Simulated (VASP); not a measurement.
# TaC6N (P1) in VASP: single point with PBE

Aim: the single point of TaC6N with PBE.

All numbers are computed with VASP 6.6.1; they aren't measurements. Logs are shortened: lines on timing, memory, paths and dates and some standing lists are left out, and cuts for length are marked.

**1. The cell of the first run**

The typed cell holds 16 atoms: a = 2.588 Å, b = 2.589 Å, c = 34.365 Å, α = 88.11°, β = 89.15°, γ = 60.01°.

**2. Single point, PBE**

INCAR

```
ALGO = Normal ; EDIFF = 1E-6
ENCUT = 600 ; GGA = PE
GGA_COMPAT = False ; ISIF = 2
ISMEAR = 0 ; LASPH = True
LCHARG = False ; LREAL = False
LWAVE = False ; NBANDS = 54
NELM = 120 ; PREC = Accurate
SIGMA = 0.1
```

KPOINTS

```
k-points
0
Gamma
  8 8 1
```

POSCAR

```
TaC6N
1.0
    2.5879111198      0.0000000000      0.0000000000
    1.2939643334      2.2424783360      0.0000000000
    0.5124984742      1.0094974946     34.3463623965
Ta C N
2 12 2
Direct
    0.1630633617      0.6628673352      0.0404936758
    0.8254026051      0.4092407672      0.9589642739
    0.9938068469      0.0174102492      0.4374757026
    0.3272785088      0.3506232462      0.4374725810
    0.3357218757      0.3159512803      0.3095551993
    0.6691260288      0.6491544341      0.3095541999
    0.9993506195      0.9728625600      0.5641526271
    0.6659487341      0.6395949851      0.5641555830
    0.6702465169      0.6449327034      0.6906656932
    0.3368432065      0.3116857947      0.6906664730
    0.9985318401      0.9786931482      0.8205062686
    0.6651258063      0.6454319991      0.8204949150
    0.0217140374      0.9870155155      0.1782130517
    0.3550982492      0.3203260679      0.1782194988
    0.8232744461      0.3119360801      0.0775704074
    0.1494673171      0.7822738339      0.9218398498
```

Potentials or basis: VASP PAW PBE potentials, release 64 (Ta_pv, C, N).

On the command line:

```bash
$ cat potpaw_PBE.64/Ta_pv/POTCAR potpaw_PBE.64/C/POTCAR potpaw_PBE.64/N/POTCAR > POTCAR
$ mpirun -np 1 vasp_std > vasp.out
```

OUTCAR:

```text
EDIFF = 1E-6
   ENCUT = 600
   GGA = PE
   ISIF = 2
   ISMEAR = 0
   LASPH = True
   LREAL = False
   NELM = 120
   PREC = Accurate

 ion  position               nearest neighbor table
   1  0.163  0.663  0.040-  15 1.95  15 1.96  15 1.98   2 3.13   2 3.17   2 3.22
   2  0.825  0.409  0.959-  16 1.93  16 1.98  16 1.99   1 3.13   1 3.17   1 3.22
   3  0.994  0.017  0.437-   4 1.49   4 1.49   4 1.50
   4  0.327  0.351  0.437-   3 1.49   3 1.49   3 1.50
   5  0.336  0.316  0.310-   6 1.49   6 1.49   6 1.50
   6  0.669  0.649  0.310-   5 1.49   5 1.49   5 1.50
   7  0.999  0.973  0.564-   8 1.49   8 1.49   8 1.50
   8  0.666  0.640  0.564-   7 1.49   7 1.49   7 1.50
   9  0.670  0.645  0.691-  10 1.49  10 1.49  10 1.50
  10  0.337  0.312  0.691-   9 1.49   9 1.49   9 1.50
  11  0.999  0.979  0.821-  12 1.49  12 1.49  12 1.50
  12  0.665  0.645  0.820-  11 1.49  11 1.49  11 1.50
  13  0.022  0.987  0.178-  14 1.49  14 1.49  14 1.50
  14  0.355  0.320  0.178-  13 1.49  13 1.49  13 1.50
  15  0.823  0.312  0.078-   1 1.95   1 1.96   1 1.98
  16  0.149  0.782  0.922-   2 1.93   2 1.98   2 1.99

  LATTYP: Found a triclinic cell.
 ALAT       =     2.5890166808
 B/A-ratio  =     1.0000033873
 C/A-ratio  =    13.2930499047
 COS(alpha) =     0.0047972982
 COS(beta)  =     0.0572635411
 COS(gamma) =     0.5004286207

  Lattice vectors:

 A1 = (  -1.2939467864,   2.2424783360,   0.0000000000)
 A2 = (   1.2939643334,   2.2424783360,   0.0000000000)
 A3 = (  -1.8064452606,   1.2329808414, -34.3463623965)

Analysis of symmetry for initial positions (statically):
=====================================================================
 Subroutine PRICEL returns:
 Original cell was already a primitive cell.

 Routine SETGRP: Setting up the symmetry group for a
 triclinic supercell.

 Subroutine GETGRP returns: Found  1 space group operations
 (whereof  1 operations were pure point group operations)
 out of a pool of  2 trial point group operations.

The static configuration has the point symmetry C_1 .

Analysis of symmetry for dynamics (positions and initial velocities):
=====================================================================
 Subroutine PRICEL returns:
 Original cell was already a primitive cell.

 Routine SETGRP: Setting up the symmetry group for a
 triclinic supercell.

 Subroutine GETGRP returns: Found  1 space group operations
 (whereof  1 operations were pure point group operations)
 out of a pool of  2 trial point group operations.

The dynamic configuration has the point symmetry C_1 .

 Subroutine INISYM returns: Found  1 space group operations
 (whereof  1 operations are pure point group operations),
 and found     1 'primitive' translations

----------------------------------------------------------------------------------------

                                     Primitive cell

  volume of cell :     199.3234

  direct lattice vectors                    reciprocal lattice vectors
     2.587911120  0.000000000  0.000000000     0.386412034 -0.222969106  0.000787599
     1.293964333  2.242478336  0.000000000     0.000000000  0.445935189 -0.013106787
     0.512498474  1.009497495 34.346362396     0.000000000  0.000000000  0.029115165

  length of vectors
     2.587911120  2.589025451 34.365016365     0.446127900  0.446127762  0.029115165

  position of ions in fractional coordinates (direct lattice)
     0.163063362  0.662867335  0.040493676
     0.825402605  0.409240767  0.958964274
     0.993806847  0.017410249  0.437475703
     0.327278509  0.350623246  0.437472581
     0.335721876  0.315951280  0.309555199
     0.669126029  0.649154434  0.309554200
[... 8 lines left out ...]
     0.823274446  0.311936080  0.077570407
     0.149467317  0.782273834  0.921839850

  ion indices of the primitive-cell ions
   primitive index   ion index
                 1           1
                 2           2
                 3           3
                 4           4
                 5           5
                 6           6
[... 8 lines left out ...]
                15          15
                16          16

----------------------------------------------------------------------------------------

 KPOINTS: k-points

Automatic generation of k-mesh.
 Grid dimensions read from file:
 generate k-points for:    8    8    1

 Generating k-lattice:

  Cartesian coordinates                     Fractional coordinates (reciprocal lattice)
     0.048301504 -0.027871138  0.000098450     0.125000000  0.000000000  0.000000000
     0.000000000  0.055741899 -0.001638348     0.000000000  0.125000000 -0.000000000
     0.000000000  0.000000000  0.029115165     0.000000000  0.000000000  1.000000000

  Length of vectors
     0.055765987  0.055765970  0.029115165

  Shift w.r.t. Gamma in fractional coordinates (k-lattice)
     0.000000000  0.000000000  0.000000000

 Subroutine IBZKPT returns following result:
 ===========================================

 Found     34 irreducible k-points:

 Following reciprocal coordinates:
            Coordinates               Weight
  0.000000  0.000000  0.000000      1.000000
  0.125000  0.000000  0.000000      2.000000
  0.250000  0.000000  0.000000      2.000000
  0.375000  0.000000  0.000000      2.000000
  0.500000  0.000000  0.000000      1.000000
  0.000000  0.125000  0.000000      2.000000
[... 16 lines left out ...]
  0.125000  0.375000  0.000000      2.000000
  0.250000  0.375000  0.000000      2.000000
 [... further k-points ...]
   k-points           NKPTS =     34   k-points in BZ     NKDIM =     34   number of bands    NBANDS=     54
   number of dos      NEDOS =    301   number of ions     NIONS =     16
   total plane-waves  NPLWV = 161280
   dimension x,y,z NGX =    24 NGY =   24 NGZ =  280
   dimension x,y,z NGXF=    48 NGYF=   48 NGZF=  560
   ions per type =               2  12   2
   NGX,Y,Z   is equivalent  to a cutoff of  15.42, 15.41, 13.55 a.u.
   NGXF,Y,Z  is equivalent  to a cutoff of  30.83, 30.82, 27.09 a.u.
 SYSTEM =  unknown system
   PREC   = accura    normal or accurate (medium, high low for compatibility)
   ISTART =      0    job   : 0-new  1-cont  2-samecut
   ICHARG =      2    charge: 1-file 2-atom 10-const
   ISPIN  =      1    spin polarized calculation?
   LNONCOLLINEAR =      F non collinear calculations
   LSORBIT =      F    spin-orbit coupling
   LASPH  =      T    aspherical Exc in radial PAW
   ENCUT  =  600.0 eV  44.10 Ry    6.64 a.u.   5.17  5.17 68.64*2*pi/ulx,y,z
   NELM   =    120;   NELMIN=  2; NELMDL= -5     # of ELM steps
   EDIFF  = 0.1E-05   stopping-criterion for ELM
   LREAL  =      F    real-space projection
   EDIFFG = 0.1E-04   stopping-criterion for IOM
   NSW    =      0    number of steps for IOM
   IBRION =     -1    ionic relax: 0-MD 1-quasi-New 2-CG
   NFREE  =      0    steps in history (QN), initial steepest desc. (CG)
   ISIF   =      2    stress and relaxation
   ISYM   =      2    0-nonsym 1-usesym 2-fastsym
   POTIM  = 0.5000    time-step for ionic-motion
   TEBEG  =    0.0;   TEEND  =   0.0 temperature during run
   PSTRESS=    0.0 pullay stress
   NELECT =      80.0000    total number of electrons
   NUPDOWN=      -1.0000    fix difference up-down
   EMIN   =  10.00;   EMAX   =-10.00  energy-range for DOS
   EFERMI =   0.00;   METHOD = LEGACY
   ISMEAR =     0;   SIGMA  =   0.10  broadening in eV -4-tet -1-fermi 0-gaus
   EFERMI_NEDOS =   21; number of points for ismear=-14 and -15
   IALGO  =     38    algorithm
   IMIX   =      4    mixing-type and parameters
     AMIX     =   0.40;   BMIX     =  1.00
     AMIX_MAG =   1.60;   BMIX_MAG =  1.00
  volume/ion in A,a.u.               =      12.46        84.07
  Fermi-wavevector in a.u.,A,eV,Ry     =   1.207588  2.282010 19.840944  1.458268
  Thomas-Fermi vector in A             =   2.343221
   LORBIT       =      0    0 simple, 1 ext, 2 COOP (PROOUT), +10 PAW based schemes
   GGA     = PE    functional components
   LHFCALC =     F    Hartree Fock is set to
   AEXX    =    0.0000 exact exchange contribution
   IVDW    =     0    specifies the selected vdW correction
   LEPSILON=     F    determine dielectric tensor
   LRPA    =     F    only Hartree local field effects (RPA)
 non-spin polarized calculation
 Gauss-broadening in eV      SIGMA  =   0.10
  energy-cutoff  :      600.00
  volume of cell :      199.32
 maximum number of plane-waves:      6689
 NGX is ok and might be reduce to    24
   NGX = 11   NGY = 11   NGZ =137

 number of electron      80.0000000 magnetization

 Free energy of the ion-electron system (eV)
  ---------------------------------------------------
  ext. energy  EPLUGINS =         0.00000000
  ---------------------------------------------------
  free energy    TOTEN  =      -143.81063055 eV

  energy without entropy =     -143.79776591  energy(sigma->0) =     -143.80419823

 E-fermi :   2.3100     XC(G=0):  -9.2875

 val. band max:        2.3072741886   @ k =  -0.1250   0.2500   0.0000
 cond. band min:       2.3979058117   @ k =   0.3750   0.1250   0.0000
 fundamental gap:      0.0906316231
 Fermi energy:         2.3099540113

 k-point     1 :       0.0000    0.0000    0.0000
  band No.  band energies     occupation
      1     -31.9561      2.00000
      2     -31.6039      2.00000
      3     -30.2530      2.00000
      4     -30.2300      2.00000
      5     -30.2078      2.00000
      6     -30.1834      2.00000
[... 44 lines left out ...]
     51       9.4725      0.00000
     52       9.9317      0.00000

 k-point     2 :       0.1250    0.0000    0.0000
  band No.  band energies     occupation
      1     -31.8560      2.00000
      2     -31.5399      2.00000
      3     -30.7273      2.00000
      4     -30.7108      2.00000
      5     -30.3374      2.00000
      6     -30.3096      2.00000
[... 44 lines left out ...]
     51       9.2534      0.00000
     52       9.7573      0.00000
[... 1153 lines left out ...]
     51       8.1972      0.00000
     52       9.3291      0.00000

 k-point    24 :       0.2500    0.3750    0.0000
  band No.  band energies     occupation
      1     -32.4187      2.00000
      2     -32.3901      2.00000
      3     -31.3961      2.00000
      4     -31.1732      2.00000
      5     -30.9484      2.00000
      6     -30.9198      2.00000
[... 44 lines left out ...]
     51       8.0291      0.00000
     52       9.3308      0.00000

 [... further k-points ...]

 [bands above 52 left out]

------------------------ aborting loop because EDIFF is reached ----------------------------------------

  FORCE on cell =-STRESS in cart. coord.  units (eV):
  Direction    XX          YY          ZZ          XY          YZ          ZX
  --------------------------------------------------------------------------------------
  -------------------------------------------------------------------------------------
  Total        0.8866683      0.5742263      0.1412213     -0.0607587     -0.0379125      0.0619452
  in kB        7.1271094      4.6156759      1.1351481     -0.4883832     -0.3047439      0.4979202
  external PRESSURE =       4.2926444 kB  Pullay stress =       0.0000000 kB

 VOLUME and BASIS-vectors are now :
 -----------------------------------------------------------------------------
  energy-cutoff  :      600.00
  volume of cell :      199.32
      direct lattice vectors                 reciprocal lattice vectors
     2.587911120  0.000000000  0.000000000     0.386412034 -0.222969106  0.000787599
     1.293964333  2.242478336  0.000000000     0.000000000  0.445935189 -0.013106787
     0.512498474  1.009497495 34.346362396     0.000000000  0.000000000  0.029115165

 POSITION                                       TOTAL-FORCE (eV/Angst)
 -----------------------------------------------------------------------------------
      1.30047      1.52734      1.39081        -0.023101      0.021059     -0.135904
      3.15708      1.88579     32.93693         0.029211     -0.002236      0.169396
      2.81862      0.48067     15.02570         0.007817     -0.010910     -0.001269
      1.52487      1.22789     15.02559        -0.007996      0.010774      0.000633
      1.43629      1.02101     10.63210         0.000878     -0.011617     -0.001394
      2.73027      1.76821     10.63206        -0.000690      0.011775      0.000097
[... 8 lines left out ...]
      2.57395      0.77782      2.66426         0.022799     -0.021820      0.135133
      1.87148      2.68483     31.66185        -0.028745      0.004103     -0.167611
 -----------------------------------------------------------------------------------
    total drift:                               -0.000010     -0.000159     -0.002047

  FREE ENERGIE OF THE ION-ELECTRON SYSTEM (eV)
  ---------------------------------------------------
  free  energy   TOTEN  =      -143.8106305472 eV

  energy  without entropy=     -143.7977659108  energy(sigma->0) =     -143.80419823
```

Run time: 41 min. Hardware: 1 thread of Oxide Virtual Turin-like, shared host; peak memory 0.61 GiB.

Results:

```yaml
Free_energy: -143.8106 eV
Pressure: 0.4 GPa
Largest_force: 0.172 eV/Å
Band_gap_on_the_k_mesh: zero (bands 40 and 41 overlap by 0.93 eV)
```

Forces on the atoms (eV/Å):
```
Ta  -0.023  0.021 -0.136
Ta   0.029 -0.002  0.169
C    0.008 -0.011 -0.001
C   -0.008  0.011  0.001
C    0.001 -0.012 -0.001
C   -0.001  0.012  0.000
C   -0.004  0.006  0.001
C    0.004 -0.006 -0.001
C   -0.003  0.008  0.001
C    0.003 -0.008  0.000
C   -0.012  0.010 -0.004
C    0.012 -0.011 -0.002
C    0.009 -0.018  0.003
C   -0.009  0.017  0.002
N    0.023 -0.022  0.135
N   -0.029  0.004 -0.168
```

Caveat: spin-orbit coupling is left out, which moves the levels of the heavy elements.

The gap in the log of VASP goes by the Fermi energy; the results here count the filled bands.